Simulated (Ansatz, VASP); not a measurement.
# Two plane-wave programs on BaTiO3

```
Ba Ti O
1.0
     4.07398    0.00000    0.00000
     0.00000    4.07398    0.00000
     0.00000    0.00000    4.07398
Ba Ti O
1 1 3
Direct
  0.00000 0.00000 0.00000
  0.50000 0.50000 0.50000
  0.50000 0.50000 0.00000
  0.50000 0.00000 0.50000
  0.00000 0.50000 0.50000
```

Change from the starting cell: hydrostatic strain +2.0%.

Alike in both runs: task single point; functional r2SCAN; k mesh 6 × 6 × 6; no spin polarisation.

|  | VASP | Ansatz |
| --- | --- | --- |
| version | VASP 6.6.1 | Ansatz 0.2.0 |
| potentials or method | VASP PAW PBE potentials, release 64 (Ba_sv, Ti_sv, O_h) | plane waves, PAW |
| plane-wave cutoff (eV) | 1480 | 500 |
| occupations | gaussian, width 0.01 eV | fixed |
| valence electrons in the cell | 40 | 40 |

|  | VASP | Ansatz | Ansatz less VASP |
| --- | --- | --- | --- |
| gap on the k mesh at the Fermi level (eV) | 2.01 | 2.02 | +0.009 |
| pressure (GPa) | -7.9 | -9.4 | -1.54 |

VASP's potentials were made for PBE, not for r2SCAN.

Neither program's run includes spin-orbit coupling.
